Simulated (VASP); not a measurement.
# As2Se (R-3m) in VASP: a series of runs, part 2 of 2

VASP 6.6.1.

### Step 3. Single point, PBE

This run uses another cell than the first one, of 23.00 Å³/atom, 1.064 times its volume.

File INCAR:

```
SYSTEM = As2Se
PREC = Accurate
ENCUT = 520
EDIFF = 1E-6
ISMEAR = 0
SIGMA = 0.1
LREAL = .False.
LASPH = .True.
NELM = 100
ALGO = Normal
ISIF = 2
LWAVE = .False.
LCHARG = .True.
GGA = PE
LELF = .True.
LVHAR = .True.
NBANDS = 15
```

File KPOINTS:

```
Automatic mesh
0
Gamma
  6 6 6
  0 0 0
```

File POSCAR:

```
As2Se
1.0
    1.8490166000      1.0675302300      5.8263498000
   -1.8490166000      1.0675302300      5.8263498000
    0.0000000000     -2.1350604600      5.8263498000
As Se
2 1
Direct
    0.2500000000      0.2500000000      0.2500000000
    0.7500000000      0.7500000000      0.7500000000
    0.0000000000      0.0000000000      0.0000000000
```

Potentials or basis: VASP PAW PBE potentials, release 64 (As, Se).

Launch:

```bash
cat potpaw_PBE.64/As/POTCAR potpaw_PBE.64/Se/POTCAR > POTCAR
mpirun -np 1 vasp_std > vasp.out
```

OUTCAR:

```text
SYSTEM = As2Se
   PREC = Accurate
   ENCUT = 520
   EDIFF = 1E-6
   ISMEAR = 0
   LREAL = .False.
   LASPH = .True.
   NELM = 100
   ISIF = 2
   GGA = PE

 ion  position               nearest neighbor table
   1  0.250  0.250  0.250-   3 2.58   3 2.58   3 2.58
   2  0.750  0.750  0.750-   3 2.58   3 2.58   3 2.58
   3  0.000  0.000  0.000-   2 2.58   1 2.58   2 2.58   2 2.58   1 2.58   1 2.58

  LATTYP: Found a trigonal (rhomboedric) cell.
 ALAT       =     6.2052264399
 COS(alpha) =     0.8224190617

  Lattice vectors:

 A1 = (   1.8490166000,   1.0675302300,   5.8263498000)
 A2 = (  -1.8490166000,   1.0675302300,   5.8263498000)
 A3 = (   0.0000000000,  -2.1350604600,   5.8263498000)

Analysis of symmetry for initial positions (statically):
=====================================================================
 Subroutine PRICEL returns:
 Original cell was already a primitive cell.

 Routine SETGRP: Setting up the symmetry group for a
 trigonal (rhombohedral) supercell.

 Subroutine GETGRP returns: Found 12 space group operations
 (whereof 12 operations were pure point group operations)
 out of a pool of 12 trial point group operations.

[... 174 lines left out ...]
      1     -12.0482      2.00000
      2      -6.6887      2.00000
      3      -4.1937      2.00000
      4       1.2994      2.00000
      5       1.2994      2.00000
      6       2.8267      2.00000
      7       3.3983      2.00000
      8       4.4532      1.99755
      9       4.4532      1.99755
     10       6.8341      0.00000
     11       7.2994      0.00000
     12       7.2994      0.00000
     13      11.5204      0.00000
     14      11.5204      0.00000
[... 401 lines left out ...]
      2      -6.6282      2.00000
      3      -5.6393      2.00000
      4      -1.8074      2.00000
      5      -0.5000      2.00000
      6       0.6823      2.00000
      7       3.6236      2.00000
      8       3.8393      2.00000
      9       4.3368      2.00000
     10       6.3259      0.00000
     11       8.3705      0.00000
     12       8.9471      0.00000
     13       9.6554      0.00000
     14      11.8253      0.00000
     15      13.7415      0.00000

 [... further k-points ...]
[... 5 lines left out ...]
  --------------------------------------------------------------------------------------
  -------------------------------------------------------------------------------------
  Total        1.5022883      1.5022883      3.8170704      0.0000000      0.0000000      0.0000000
  in kB       34.8814926     34.8814925     88.6282056      0.0000000      0.0000000      0.0000000
  external PRESSURE =      52.7970636 kB  Pullay stress =       0.0000000 kB

 VOLUME and BASIS-vectors are now :
 -----------------------------------------------------------------------------
  energy-cutoff  :      520.00
  volume of cell :       69.00
      direct lattice vectors                 reciprocal lattice vectors
     1.849016600  1.067530230  5.826349800     0.270414014  0.156123604  0.057211349
    -1.849016600  1.067530230  5.826349800    -0.270414014  0.156123604  0.057211349
     0.000000000 -2.135060460  5.826349800     0.000000000 -0.312247208  0.057211349

 POSITION                                       TOTAL-FORCE (eV/Angst)
 -----------------------------------------------------------------------------------
      0.00000      0.00000      4.36976        -0.000000     -0.000000     -2.236663
      0.00000      0.00000     13.10929        -0.000000      0.000000      2.236663
      0.00000      0.00000      0.00000         0.000000      0.000000     -0.000000
 -----------------------------------------------------------------------------------
    total drift:                               -0.000000     -0.000000     -0.000000

  FREE ENERGIE OF THE ION-ELECTRON SYSTEM (eV)
  ---------------------------------------------------
  free  energy   TOTEN  =       -10.8795404596 eV

  energy  without entropy=      -10.8645482274  energy(sigma->0) =      -10.87204434
```

Wall time 90 s (1 thread of Intel Xeon 6975P-C, shared host); peak memory 0.32 GiB.

What came out:

```yaml
Free_energy: -10.8795 eV
Pressure: 5.3 GPa
Largest_force: 2.237 eV/Å
Band_gap_on_the_k_mesh: zero (band 8 reaches 5.37 eV, above the bottom of band 9 at 4.11 eV)
```

Forces on the atoms (eV/Å):
```
As   0.000  0.000 -2.237
As   0.000  0.000  2.237
Se   0.000  0.000  0.000
```

Levels at points of the mesh, in eV from the Fermi level:
```
           k point  band 4  band 5  band 6  band 7  band 8  band 9  band 10  band 11  band 12  band 13
(0.00, 0.00, 0.00)   -3.37   -3.37   -1.84   -1.27   -0.21   -0.21     2.17     2.63     2.63     6.85
(0.50, 0.00, 0.00)   -6.45   -4.98   -3.82   -1.99   -1.06   -0.56     1.11     4.12     5.44     5.93
(0.50, 0.50, 0.00)   -6.81   -5.05   -3.60   -2.33    0.08    0.43     2.64     2.93     3.09     3.55
(0.50, 0.50, 0.50)   -3.41   -3.41   -3.12    0.00    0.00    0.08     0.69     2.39     2.39     6.85
```

Caveat: forces of over 1 eV/Å act on the atoms, so gaps and moduli don't describe the material at rest.

### Step 4. Single point, PBE

This run uses another cell than the first one, of 21.66 Å³/atom, 1.002 times its volume.

File INCAR:

```
ALGO = Normal ; EDIFF = 1E-6
ENCUT = 520 ; GGA = PE
ISIF = 2 ; ISMEAR = 0
LASPH = True ; LCHARG = True
LELF = True ; LREAL = False
LVHAR = True ; LWAVE = False
NBANDS = 15 ; NELM = 80
PREC = Accurate ; SIGMA = 0.1
```

File KPOINTS:

```
k-points
0
Gamma
  12 12 12
```

File POSCAR:

```
As2Se
1.0
    1.8725764089      1.0811324938      5.3492871255
   -1.8725764089      1.0811324938      5.3492871255
    0.0000000000     -2.1622649875      5.3492871255
As Se
2 1
Direct
    0.2169436124      0.2169436124      0.2169436124
    0.7830563876      0.7830563876      0.7830563876
    0.0000000000      0.0000000000      0.0000000000
```

Launch:

```bash
cat potpaw_PBE.64/As/POTCAR potpaw_PBE.64/Se/POTCAR > POTCAR
mpirun -np 1 vasp_std > vasp.out
```

Run time: 8.5 min. Hardware: 1 thread of Intel Xeon 6975P-C, shared host; peak memory 0.45 GiB.

It converged, with:

```yaml
Free_energy: -12.1953 eV
Pressure: 0.1 GPa
Largest_force: 0.012 eV/Å
Band_gap_on_the_k_mesh: zero (band 8 reaches 6.50 eV, above the bottom of band 9 at 3.91 eV)
```

Forces in eV/Å, atoms in the order of the input:
```
As   0.000  0.000  0.012
As   0.000  0.000 -0.012
Se   0.000  0.000  0.000
```

Levels at points of the mesh, in eV from the Fermi level:
| k point | band 4 | band 5 | band 6 | band 7 | band 8 | band 9 | band 10 | band 11 | band 12 | band 13 |
| --- | --- | --- | --- | --- | --- | --- | --- | --- | --- | --- |
| (0.00, 0.00, 0.00) | -1.71 | -1.23 | -1.23 | -0.90 | -0.90 | -0.79 | 2.33 | 2.33 | 4.78 | 7.45 |
| (0.50, 0.00, 0.00) | -5.89 | -3.64 | -2.87 | -2.50 | -2.38 | 0.06 | 1.43 | 4.06 | 4.53 | 7.52 |
| (0.50, 0.50, 0.00) | -6.02 | -3.64 | -3.53 | -2.53 | 0.25 | 1.03 | 1.72 | 1.96 | 4.00 | 4.83 |
| (0.50, 0.50, 0.50) | -3.29 | -1.99 | -1.99 | 0.72 | 0.72 | 1.51 | 1.51 | 1.56 | 2.18 | 4.56 |

### Step 5. Relaxation of cell and atoms, PBE

File INCAR:

```
SYSTEM = As2Se
PREC = Accurate
ENCUT = 600
EDIFF = 1E-6
ISMEAR = 0
SIGMA = 0.1
LREAL = .FALSE.
LASPH = .TRUE.
NELM = 60
ALGO = Normal
ISIF = 3
LWAVE = .FALSE.
LCHARG = .FALSE.
GGA = PE
IBRION = 2
NSW = 100
EDIFFG = -0.01
```

File KPOINTS:

```
regular mesh
0
G
  12 12 12
  0 0 0
```

File POSCAR:

```
As2Se
1.0
    1.8673867822      1.0781362614      5.3671078128
   -1.8673867822      1.0781362614      5.3671078128
    0.0000000000     -2.1562725227      5.3671078128
As Se
2 1
Direct
    0.2171755760      0.2171755760      0.2171755760
    0.7828244240      0.7828244240      0.7828244240
    0.0000000000      0.0000000000      0.0000000000
```

Launch:

```bash
cat potpaw_PBE.64/As/POTCAR potpaw_PBE.64/Se/POTCAR > POTCAR
mpirun -np 1 vasp_std > vasp.out
```

It took 13 min on 1 thread of Intel Xeon 6975P-C, shared host; peak memory 0.47 GiB.

It converged, with:

- Free energy: -12.1954 eV
- Relaxed volume: 21.67 Å³/atom
- Relaxed cell: a = 5.771 Å, b = 5.771 Å, c = 5.771 Å, α = 37.88°, β = 37.88°, γ = 37.88°
- Space group after relaxing (to 0.05 Å): R-3m (No. 166)
- Energy gained by relaxing: 0.1 meV/atom
- Ionic steps: 5
- Pressure after relaxing: 0.0 GPa
- Largest force after relaxing: 0.004 eV/Å
- Band gap on the k mesh: zero (band 8 reaches 6.50 eV, above the bottom of band 9 at 3.91 eV)

Forces in eV/Å, atoms in the order of the input:
```
As   0.000  0.000 -0.004
As   0.000  0.000  0.004
Se   0.000  0.000  0.000
```

The path:
```tsv
step	energy change (eV)	largest force (eV/Å)	pressure (GPa)	volume (Å³)
1	0.0000	0.0123	0.08	64.83
2	-0.0002	0.0112	0.02	64.93
3	-0.0003	0.0097	-0.07	65.08
4	-0.0003	0.0001	0.06	64.99
5	-0.0004	0.0039	0.01	65.02
```

Final structure:
```cif
data_structure
_symmetry_space_group_name_H-M 'P 1'
_symmetry_Int_Tables_number 1
_cell_length_a 5.7709
_cell_length_b 5.7709
_cell_length_c 5.7709
_cell_angle_alpha 37.880
_cell_angle_beta 37.880
_cell_angle_gamma 37.880
_cell_volume 65.02
loop_
_atom_site_label
_atom_site_type_symbol
_atom_site_fract_x
_atom_site_fract_y
_atom_site_fract_z
_atom_site_occupancy
As1 As 0.21706 0.21706 0.21706 1
As2 As 0.78294 0.78294 0.78294 1
Se1 Se 0.00000 0.00000 0.00000 1
```

Levels at points of the mesh, in eV from the Fermi level:
```tsv
k point	band 5	band 6	band 7	band 8	band 9	band 10	band 11	band 12
(0.00, 0.00, 0.00)	-1.24	-1.24	-0.89	-0.89	-0.80	2.33	2.33	4.78
(0.50, 0.00, 0.00)	-3.64	-2.87	-2.51	-2.36	0.06	1.42	4.06	4.52
(0.50, 0.50, 0.00)	-3.64	-3.53	-2.53	0.25	1.04	1.72	1.95	4.00
(0.50, 0.50, 0.50)	-1.99	-1.99	0.73	0.73	1.51	1.51	1.56	2.19
```

### Step 6. The runs side by side

| task | cell | k mesh | cutoff (eV) | gap on the mesh (eV) | pressure (GPa) | largest force (eV/Å) |
| --- | --- | --- | --- | --- | --- | --- |
| single point | a = 5.784 Å, angles 37.7°, 3 atoms | 6 × 6 × 6 | 520 | none | 0.1 | 0.01 |
| single point | a = 6.205 Å, angles 34.7°, 3 atoms | 6 × 6 × 6 | 520 | none | 5.3 | 2.24 |
| single point | a = 5.770 Å, angles 37.9°, 3 atoms | 12 × 12 × 12 | 520 | none | 0.1 | 0.01 |
| relaxation of cell and atoms | relaxed from a = 5.784 Å, angles 37.7°, 3 atoms | 12 × 12 × 12 | 600 | none | 0.0 | - |

Alike in all rows: level PBE; potentials or basis VASP PAW PBE potentials, release 64 (As, Se); no spin polarisation; smearing gaussian 0.1 eV.

Caveats: forces of over 1 eV/Å act on the atoms, so gaps and moduli don't describe the material at rest (some runs).

Total energies depend on the potentials used, so only differences within one code and one set of settings carry meaning.
